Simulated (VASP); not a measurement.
# SbS (Cmcm) in VASP: a series of runs, part 2 of 2

VASP 6.6.1.

### 3 Single point, PBE

This run uses another cell than the first one, of 23.99 Å³/atom, 1.010 times its volume.

Contents of INCAR:

```
  ALGO = Normal
  EDIFF = 1E-7
  ENCUT = 520
  GGA = PE
  ISIF = 2
  ISMEAR = 0
  LASPH = True
  LCHARG = True
  LELF = True
  LREAL = False
  LVHAR = True
  LWAVE = False
  NBANDS = 19
  NELM = 80
  PREC = Accurate
  SIGMA = 0.1
```

Contents of KPOINTS:

```
k-points
0
Gamma
  4 4 4
```

Contents of POSCAR:

```
SbS
1.0
    2.0658345743     -6.3580089264      0.0000000000
    2.0658345743      6.3580089264      0.0000000000
    0.0000000000      0.0000000000      3.6526040410
Sb S
2 2
Direct
    0.3837153859      0.6162846141      0.7500000000
    0.6162846141      0.3837153859      0.2500000000
    0.1514488132      0.8485511868      0.7500000000
    0.8485511868      0.1514488132      0.2500000000
```

Potentials or basis: VASP PAW PBE potentials, release 64 (Sb, S).

Run with:

```console
> cat potpaw_PBE.64/Sb/POTCAR potpaw_PBE.64/S/POTCAR > POTCAR
> mpirun -np 1 vasp_std > vasp.out
```

OUTCAR:

```text
EDIFF = 1E-7
   ENCUT = 520
   GGA = PE
   ISIF = 2
   ISMEAR = 0
   LASPH = True
   LREAL = False
   NELM = 80
   PREC = Accurate

 ion  position               nearest neighbor table
   1  0.384  0.616  0.750-   4 2.79   4 2.79   4 2.79   4 2.79   3 2.95   2 3.48   2 3.48
   2  0.616  0.384  0.250-   3 2.79   3 2.79   3 2.79   3 2.79   4 2.95   1 3.48   1 3.48
   3  0.151  0.849  0.750-   2 2.79   2 2.79   2 2.79   2 2.79   1 2.95
   4  0.849  0.151  0.250-   1 2.79   1 2.79   1 2.79   1 2.79   2 2.95

  LATTYP: Found a base centered orthorhombic cell.
 ALAT       =     4.1316691486
 B/A-ratio  =     3.0776950902
 C/A-ratio  =     0.8840504672

  Lattice vectors:

 A1 = (   2.0658345743,  -6.3580089264,   0.0000000000)
 A2 = (   2.0658345743,   6.3580089264,   0.0000000000)
 A3 = (   0.0000000000,   0.0000000000,   3.6526040410)

Analysis of symmetry for initial positions (statically):
[... 172 lines left out ...]
  free energy    TOTEN  =       -16.52618468 eV

  energy without entropy =      -16.51798626  energy(sigma->0) =      -16.52208547

 E-fermi :   7.0490     XC(G=0):  -9.8446

 val. band max:        7.0318164305   @ k =   0.2500   0.0000   0.2500
 cond. band min:       7.1598562146   @ k =   0.5000   0.0000   0.5000
 fundamental gap:      0.1280397841
 Fermi energy:         7.0489847181

 k-point     1 :       0.0000    0.0000    0.0000
  band No.  band energies     occupation
      1      -7.8720      2.00000
      2      -6.5901      2.00000
      3      -1.1435      2.00000
      4      -0.8693      2.00000
      5       1.5430      2.00000
      6       2.0701      2.00000
[... 439 lines left out ...]
      6       3.8902      2.00000
[... 11 lines left out ...]
     18      13.2232      0.00000
     19      14.1329      0.00000

------------------------ aborting loop because EDIFF is reached ----------------------------------------

  FORCE on cell =-STRESS in cart. coord.  units (eV):
  Direction    XX          YY          ZZ          XY          YZ          ZX
  --------------------------------------------------------------------------------------
  -------------------------------------------------------------------------------------
  Total       -0.2729860     -0.2695625     -0.2314392      0.0000000      0.0000000      0.0000000
  in kB       -4.5582873     -4.5011214     -3.8645443      0.0000000      0.0000000      0.0000000
  external PRESSURE =      -4.3079843 kB  Pullay stress =       0.0000000 kB

 VOLUME and BASIS-vectors are now :
 -----------------------------------------------------------------------------
  energy-cutoff  :      520.00
  volume of cell :       95.95
      direct lattice vectors                 reciprocal lattice vectors
     2.065834574 -6.358008926  0.000000000     0.242032932 -0.078640972  0.000000000
     2.065834574  6.358008926  0.000000000     0.242032932  0.078640972  0.000000000
     0.000000000  0.000000000  3.652604041     0.000000000  0.000000000  0.273777280

 POSITION                                       TOTAL-FORCE (eV/Angst)
 -----------------------------------------------------------------------------------
      2.06583      1.47868      2.73945         0.000000      0.007389     -0.000000
      2.06583     -1.47868      0.91315         0.000000     -0.007389     -0.000000
      2.06583      4.43218      2.73945         0.000000     -0.015212     -0.000000
      2.06583     -4.43218      0.91315         0.000000      0.015212      0.000000
 -----------------------------------------------------------------------------------
    total drift:                                0.000000      0.000000      0.000000

  FREE ENERGIE OF THE ION-ELECTRON SYSTEM (eV)
  ---------------------------------------------------
  free  energy   TOTEN  =       -16.5261846819 eV

  energy  without entropy=      -16.5179862622  energy(sigma->0) =      -16.52208547
```

It took 66 s on 1 thread of Intel Xeon Platinum 8375C at 2.90GHz (Ice Lake), shared host; peak memory 0.25 GiB.

Results:

| Property | Result |
| --- | --- |
| Free energy | -16.5262 eV |
| Pressure | -0.4 GPa |
| Largest force | 0.015 eV/Å |
| Band gap on the k mesh | zero (band 11 reaches 8.23 eV, above the bottom of band 12 at 6.07 eV) |

Forces on the atoms (eV/Å):
```
Sb   0.000  0.007  0.000
Sb   0.000 -0.007  0.000
S    0.000 -0.015  0.000
S    0.000  0.015  0.000
```

Caveat: the k points lie up to 0.43 Å⁻¹ apart; spin-orbit coupling is left out, which moves the levels of the heavy elements.

### 4 Single point, PBE

This run uses another cell than the first one, of 23.86 Å³/atom, 1.005 times its volume.

Contents of INCAR:

```
SYSTEM = SbS
PREC = Accurate ; ENCUT = 520
EDIFF = 1E-7 ; ISMEAR = 0
SIGMA = 0.1 ; LREAL = .False.
LASPH = .True. ; NELM = 100
ALGO = Normal ; ISIF = 2
LWAVE = .False. ; LCHARG = .True.
GGA = PE ; LELF = .True.
LVHAR = .True. ; NBANDS = 19
```

Contents of KPOINTS:

```
regular mesh
0
Gamma
  4 4 6
  0 0 0
```

Contents of POSCAR:

```
SbS
1.0
    2.0603085953     -6.3846379981      0.0000000000
    2.0603085953      6.3846379981      0.0000000000
    0.0000000000      0.0000000000      3.6282987033
Sb S
2 2
Direct
    0.3862444750      0.6137555250      0.2500000000
    0.6137555250      0.3862444750      0.7500000000
    0.1506477946      0.8493522054      0.2500000000
    0.8493522054      0.1506477946      0.7500000000
```

Run with:

```console
> cat potpaw_PBE.64/Sb/POTCAR potpaw_PBE.64/S/POTCAR > POTCAR
> mpirun -np 1 vasp_std > vasp.out
```

It took 77 s on 1 thread of Intel Xeon Platinum 8375C at 2.90GHz (Ice Lake), shared host; peak memory 0.26 GiB.

Results (log left out):

- Free energy: -16.5108 eV
- Pressure: -0.3 GPa
- Largest force: 0.023 eV/Å
- Band gap on the k mesh: zero (band 11 reaches 8.12 eV, above the bottom of band 12 at 6.07 eV)

Forces on the atoms (eV/Å):
```
Sb   0.000 -0.023  0.000
Sb   0.000  0.023  0.000
S    0.000  0.004  0.000
S    0.000 -0.004  0.000
```

Stress tensor (GPa, compression positive):
```
-0.57  0.00  0.00
 0.00 -0.01  0.00
 0.00  0.00 -0.28
```

Levels at points of the mesh, in eV from the Fermi level:
| k point | band 7 | band 8 | band 9 | band 10 | band 11 | band 12 | band 13 | band 14 | band 15 | band 16 |
| --- | --- | --- | --- | --- | --- | --- | --- | --- | --- | --- |
| (0.00, 0.00, 0.00) | -4.61 | -3.70 | -2.76 | -1.35 | 0.97 | 1.45 | 3.10 | 3.16 | 3.28 | 4.16 |
| (0.50, 0.00, 0.00) | -2.28 | -2.19 | -2.00 | -1.01 | 0.39 | 0.58 | 0.62 | 0.87 | 1.40 | 2.28 |
| (0.50, 0.50, 0.00) | -4.21 | -3.45 | -3.06 | -2.78 | -1.57 | 2.87 | 2.99 | 3.06 | 3.24 | 4.08 |
| (0.00, 0.00, 0.50) | -3.11 | -3.11 | -1.88 | -1.88 | -1.00 | -1.00 | -0.42 | -0.42 | 1.80 | 1.80 |
| (0.50, 0.00, 0.50) | -5.87 | -5.87 | -3.07 | -3.07 | -0.06 | -0.06 | 3.24 | 3.24 | 3.69 | 3.69 |
| (0.50, 0.50, 0.50) | -3.17 | -3.17 | -2.79 | -2.79 | -0.60 | -0.60 | -0.23 | -0.23 | 0.47 | 0.47 |

Caveat: the k points lie up to 0.40 Å⁻¹ apart; spin-orbit coupling is left out, which moves the levels of the heavy elements.

### 5 Single point, PBE

This run uses another cell than the first one, of 40.81 Å³/atom, 1.719 times its volume.

Contents of INCAR:

```
SYSTEM = SbS
  ALGO = Normal
  EDIFF = 1E-7
  ENCUT = 520
  GGA = PE
  ISIF = 2
  ISMEAR = 0
  LASPH = .True.
  LCHARG = .False.
  LREAL = .False.
  LWAVE = .False.
  NBANDS = 19
  NELM = 100
  PREC = Accurate
  SIGMA = 0.1
```

Contents of KPOINTS:

```
k-points
0
Gamma
  4 4 4
  0 0 0
```

Contents of POSCAR:

```
SbS
1.0
    2.4963594707     -6.5771511348      0.0000000000
    2.4963594707      6.5771511348      0.0000000000
    0.0000000000      0.0000000000      4.9714959066
Sb S
2 2
Direct
    0.3544000000      0.6456000000      0.7500000000
    0.6456000000      0.3544000000      0.2500000000
    0.0776000000      0.9224000000      0.7500000000
    0.9224000000      0.0776000000      0.2500000000
```

Run with:

```console
> cat potpaw_PBE.64/Sb/POTCAR potpaw_PBE.64/S/POTCAR > POTCAR
> mpirun -np 1 vasp_std > vasp.out
```

Run time: 1.7 min. Hardware: 1 thread of Intel Xeon Platinum 8375C at 2.90GHz (Ice Lake), shared host; peak memory 0.34 GiB.

Results (log left out):

```
Free energy            : -10.6564 eV
Pressure               : -9.7 GPa
Largest force          : 1.010 eV/Å
Band gap on the k mesh : zero (band 11 reaches 2.22 eV, above the bottom of band 12 at 1.55 eV)
```

Forces in eV/Å, atoms in the order of the input:
```
Sb   0.000 -0.066  0.000
Sb   0.000  0.066  0.000
S    0.000 -1.010  0.000
S    0.000  1.010  0.000
```

Stress tensor (GPa, compression positive):
```
-10.76   0.00   0.00
  0.00  -9.22   0.00
  0.00   0.00  -9.06
```

Levels at points of the mesh, in eV from the Fermi level:
| k point | band 8 | band 9 | band 10 | band 11 | band 12 | band 13 | band 14 | band 15 |
| --- | --- | --- | --- | --- | --- | --- | --- | --- |
| (0.00, 0.00, 0.00) | -1.59 | -1.42 | -0.92 | 0.03 | 0.33 | 0.43 | 1.28 | 1.32 |
| (0.50, 0.00, 0.00) | -1.78 | -1.22 | -0.74 | -0.57 | -0.14 | 0.12 | 0.33 | 0.64 |
| (0.50, 0.50, 0.00) | -1.44 | -1.18 | -1.08 | -0.34 | -0.23 | 0.78 | 0.81 | 0.84 |
| (0.00, 0.00, 0.50) | -1.43 | -1.04 | -1.04 | -0.20 | -0.20 | -0.08 | -0.08 | 0.81 |
| (0.50, 0.00, 0.50) | -2.77 | -1.03 | -1.03 | -0.02 | -0.02 | 0.88 | 0.88 | 1.23 |
| (0.50, 0.50, 0.50) | -1.55 | -1.51 | -1.51 | -0.14 | -0.14 | 0.17 | 0.17 | 0.58 |

Caveat: spin-orbit coupling is left out, which moves the levels of the heavy elements; forces of over 1 eV/Å act on the atoms, so gaps and moduli don't describe the material at rest.

### 6 Summary

| cell | k mesh | gap on the mesh (eV) | pressure (GPa) | largest force (eV/Å) |
| --- | --- | --- | --- | --- |
| a = 6.385, b = 6.385, c = 3.602 Å, angles 90.0, 90.0, 139.7°, 4 atoms | 12 × 12 × 12 | none | -0.2 | 0.01 |
| a = 6.685, b = 6.685, c = 3.653 Å, angles 90.0, 90.0, 144.0°, 4 atoms | 4 × 4 × 4 | none | -0.4 | 0.02 |
| a = 6.709, b = 6.709, c = 3.628 Å, angles 90.0, 90.0, 144.2°, 4 atoms | 4 × 4 × 6 | none | -0.3 | 0.02 |
| a = 7.035, b = 7.035, c = 4.971 Å, angles 90.0, 90.0, 138.4°, 4 atoms | 4 × 4 × 4 | none | -9.7 | 1.01 |

Alike in all rows: task single point; level PBE; potentials or basis VASP PAW PBE potentials, release 64 (Sb, S); no spin polarisation; cutoff (eV) 520; smearing gaussian 0.1 eV.

Caveats: some runs use coarse meshes; spin-orbit coupling is left out, which moves the levels of the heavy elements; forces of over 1 eV/Å act on the atoms, so gaps and moduli don't describe the material at rest (some runs).

Total energies depend on the potentials used, so only differences within one code and one set of settings carry meaning.
